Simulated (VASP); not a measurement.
Au, 1 atom in the cell. Symmetry: Fm-3m, No. 225, cubic system. The conventional cell has a = 3.988 Å, b = 3.988 Å, c = 3.988 Å, α = 90.00°, β = 90.00°, γ = 90.00°. Within 3.7 Å of Au (site symmetry m-3m) lie 12 Au at 2.82 Å. 

- Program: VASP 6.6.1
- Task: single point
- Functional: LDA
- Potentials or basis: VASP PAW LDA potentials, release 64 (Au)
- Cutoff: 520 eV
- k mesh: 12 × 12 × 12
- Occupations: fermi-dirac, width 0.06 eV
- Spin: no spin polarisation
- Dipole correction: no
- Further INCAR settings: ALGO = Normal; EDIFF = 1e-06; NBANDS = 12

Potentials or basis: VASP PAW LDA potentials, release 64 (Au).

Run with:

```sh
$ cat potpaw_LDA.64/Au/POTCAR > POTCAR
$ mpirun -np 1 vasp_std > vasp.out
```

Hardware: 1 thread of AMD EPYC 7R13 (shared host).

How long does it take, and how much memory?

Run time: 24 s on 1 thread of AMD EPYC 7R13, with other jobs on the host, peak memory 0.11 GiB. Counts: scf iterations 10, k points 72.
